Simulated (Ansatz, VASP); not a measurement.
## One calculation of Ta, two programs

INCAR

```
SYSTEM = Ta
  PREC = Accurate
  ENCUT = 520
  EDIFF = 1E-6
  ISMEAR = -1
  SIGMA = 0.05
  LREAL = .False.
  LASPH = .True.
  NELM = 60
  ALGO = Normal
  ISIF = 2
  LWAVE = .False.
  LCHARG = .False.
  GGA = PS
  NBANDS = 12
```

KPOINTS

```
regular mesh
0
Gamma
  22 22 22
  0 0 0
```

Contents of POSCAR:

```
Ta
1.0
   -1.6407840415      1.6407840415      1.6407840415
    1.6407840415     -1.6407840415      1.6407840415
    1.6407840415      1.6407840415     -1.6407840415
Ta
1
Direct
    0.0000000000      0.0000000000      0.0000000000
```

Input for Ansatz:

```yaml
crystal:
  lattice:
    - [-1.6407840415, 1.6407840415, 1.6407840415]
    - [1.6407840415, -1.6407840415, 1.6407840415]
    - [1.6407840415, 1.6407840415, -1.6407840415]
  atoms:
    - { symbol: Ta, position: [0.0, 0.0, 0.0] }
kpoints:
  mp_grid: { grid: [22, 22, 22] }
scf:
  occupations: { method: fermi_dirac, width: 0.05 }
hamiltonian:
  xc: pbesol
  pseudopotentials: { kind: paw }
output:
  forces: true
  stress: true
  eigenvalues: true
```

Alike in both runs: task single point; functional PBEsol; k mesh 22 × 22 × 22; occupations fermi-dirac, width 0.05 eV; no spin polarisation.

|  | VASP | Ansatz |
| --- | --- | --- |
| version | VASP 6.6.1 | Ansatz 0.2.0 |
| potentials or method | VASP PAW PBE potentials, release 64 (Ta_pv) | PAW with Ansatz's default frozen-core files, scalar-relativistic |
| plane-wave cutoff (eV) | 520 | 420 |
| valence electrons in the cell | 11 | 13 |

Ansatz gave:

```
pressure (GPa) : 0.0
```

Q: What did VASP give for the same quantities?

A: Pressure (GPa): 0.2.

VASP's potentials were made for PBE, not for PBEsol. With one functional, cell and mesh, what is left measures potentials, basis and numerics. VASP's potentials hold 11 valence electrons a cell and Ansatz's 13, so a difference there can come from the potentials and not from the codes.

Neither program's run includes spin-orbit coupling.
